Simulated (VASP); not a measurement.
A run of VASP 6.6.1 is set up as follows.

Contents of INCAR:

```
ALGO = Normal
EDIFF = 1E-6
ENCUT = 520
GGA = PE
ISIF = 2
ISMEAR = -1
LASPH = T
LCHARG = F
LREAL = F
LWAVE = F
NBANDS = 21
NELM = 100
PREC = Accurate
SIGMA = 0.1
```

File KPOINTS:

```
k-points
0
Gamma
  4 4 4
```

The input POSCAR:

```
Sn
1.0
    0.0000000000      3.3250000000      3.3250000000
    3.3250000000      0.0000000000      3.3250000000
    3.3250000000      3.3250000000      0.0000000000
Sn
2
Direct
    0.0052091754      0.0052091754      0.0052091754
    0.2500000000      0.2500000000      0.2500000000
```

Potentials or basis: VASP PAW PBE potentials, release 64 (Sn_d).

Run with:

```sh
$ cat potpaw_PBE.64/Sn_d/POTCAR > POTCAR
$ mpirun -np 1 vasp_std > vasp.out
```

Task: Predict the pressure.

Result: 0.6 GPa.

Task: What does it give for the largest force?

Result: 0.409 eV/Å.

Task: Predict the band gap on the k mesh.

Result: Zero (bands 14 and 15 overlap by 0.38 eV).

Stress tensor (GPa, compression positive):
```
0.64 0.65 0.65
0.65 0.64 0.65
0.65 0.65 0.64
```

Caveat: the k points lie up to 0.41 Å⁻¹ apart; spin-orbit coupling is left out, which moves the levels of the heavy elements.
